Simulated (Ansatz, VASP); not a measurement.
# Two plane-wave programs on Si4BW

```
Si B W
1.0
    -3.21959    3.21959    2.10553
     3.21959   -3.21959    2.10553
     3.21959    3.21959   -2.10553
Si B W
4 1 1
Direct
  0.00000 0.31362 0.31362
  0.00000 0.68638 0.68638
  0.31362 0.00000 0.31362
  0.68638 0.00000 0.68638
  0.00000 0.00000 0.00000
  0.50000 0.50000 0.00000
```

Alike in both runs: functional PBE; k mesh 6 × 6 × 6; occupations gaussian, width 0.1 eV; no spin polarisation.

Ansatz relaxed the structure, and its values are those at the end. VASP's run is a single point on that final structure, the one shown.

|  | VASP | Ansatz |
| --- | --- | --- |
| version | VASP 6.6.1 | Ansatz 0.2.0 |
| potentials or method | VASP PAW PBE potentials, release 64 (Si, B, W_sv), cutoff 520 eV | scalar-relativistic, plane waves, PAW |
| valence electrons in the cell | 33 | 33 |

|  | VASP | Ansatz | Ansatz less VASP |
| --- | --- | --- | --- |
| gap on the k mesh at the Fermi level (eV) | none | none | - |
| pressure (GPa) | -0.1 | -0.1 | 0.00 |
| rms of the force components (eV/Å) | 0.004 | 0.004 | -0.0003 |

A gap of «none» marks a metal or a gap that the smearing closes.

Spin-orbit coupling is off throughout.
